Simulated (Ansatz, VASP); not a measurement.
## Two plane-wave programs on Ru

```
Ru
1.0
     0.00000    1.79328    2.09276
     1.79328    0.00000    2.09276
     1.79328    1.79328    0.00000
Ru
1
Direct
  0.00000 0.00000 0.00000
```

Alike in both runs: task single point; functional PBE; k mesh 22 × 22 × 22; occupations gaussian, width 0.15 eV; no spin polarisation.

```csv
,VASP,Ansatz
version,VASP 6.6.1,Ansatz 0.2.0
potentials or method,"VASP PAW PBE potentials, release 64 (Ru_pv), cutoff 520 eV","scalar-relativistic, plane waves, PAW"
valence electrons in the cell,14,16
```

```tsv
	VASP	Ansatz	Ansatz less VASP
gap on the k mesh at the Fermi level (eV)	none	none	-
pressure (GPa)	13.2	13.2	+0.03
traceless stress, the component that is largest in VASP (GPa)	-31.30	-31.30	+0.009
```

A gap of «none» marks a metal or a gap that the smearing closes. VASP's potentials hold 14 valence electrons a cell and Ansatz's 16, so a difference there can come from the potentials and not from the codes.
